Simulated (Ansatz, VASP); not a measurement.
# As3O: VASP beside Ansatz

```
As O
1.0
     4.72338    0.00000    0.00000
    -2.36169    4.09056    0.00000
     0.00000    0.00000    6.78388
As O
6 2
Direct
  0.00000 0.00000 0.25000
  0.00000 0.00000 0.75000
  0.33333 0.66667 0.96021
  0.66667 0.33333 0.03979
  0.66667 0.33333 0.46021
  0.33333 0.66667 0.53979
  0.33333 0.66667 0.25000
  0.66667 0.33333 0.75000
```

Change from the starting cell: species swapped into the Mg3Au type (P6_3/mmc, No. 194).

Alike in both runs: functional PBE; k mesh 6 × 6 × 2; occupations gaussian, width 0.1 eV; no spin polarisation.

Ansatz relaxed the structure, and its values are those at the end. VASP's run is a single point on that final structure, the one shown.

|  | VASP | Ansatz |
| --- | --- | --- |
| version | VASP 6.6.1 | Ansatz 0.2.0 |
| potentials or method | VASP PAW PBE potentials, release 64 (As_d, O), cutoff 600 eV | scalar-relativistic, plane waves, PAW |
| valence electrons in the cell | 102 | 102 |

Ansatz gave:

| Item | Value |
| --- | --- |
| gap on the k mesh at the Fermi level (eV) | none |
| pressure (GPa) | -0.2 |
| rms of the force components (eV/Å) | 0.000 |

Q: Which values does VASP return?

A: gap on the k mesh at the Fermi level (eV): none; pressure (GPa): 0.0; rms of the force components (eV/Å): 0.009.

A gap of «none» marks a metal or a gap that the smearing closes.

The k mesh is coarse, so the values compare programs but aren't converged.
